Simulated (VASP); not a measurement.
A run of VASP 6.6.1 is set up as follows.

Contents of INCAR:

```
SYSTEM = CuAs2
PREC = Accurate
ENCUT = 600
EDIFF = 1E-6
ISMEAR = 1
SIGMA = 0.05
LREAL = .FALSE.
LASPH = .TRUE.
NELM = 60
ALGO = Normal
ISIF = 3
LWAVE = .FALSE.
LCHARG = .FALSE.
GGA = PS
IVDW = 12
IBRION = 2
NSW = 60
EDIFFG = -0.02
```

KPOINTS

```
regular mesh
0
G
  7 7 7
  0 0 0
```

The input POSCAR:

```
CuAs2
1.0
   -2.1333820000      2.1333820000      3.0330850000
    2.1333820000     -2.1333820000      3.0330850000
    2.1333820000      2.1333820000     -3.0330850000
Cu As
1 2
Direct
    0.0000000000      0.0000000000      0.0000000000
    0.7500000000      0.2500000000      0.5000000000
    0.2500000000      0.7500000000      0.5000000000
```

Potentials or basis: VASP PAW PBE potentials, release 64 (Cu, As).

The run is started by

```sh
$ cat potpaw_PBE.64/Cu/POTCAR potpaw_PBE.64/As/POTCAR > POTCAR
$ mpirun -np 1 vasp_std > vasp.out
```

(1) What does it give for the dispersion energy per atom?

(2) Estimate the space group after relaxing (to 0.05 Å).

(3) Predict the relaxed cell.

Results:

(1) -0.431 eV.

(2) Fm-3m (No. 225).

(3) a = 4.167 Å, b = 4.167 Å, c = 4.167 Å, α = 120.16°, β = 120.16°, γ = 89.73°.
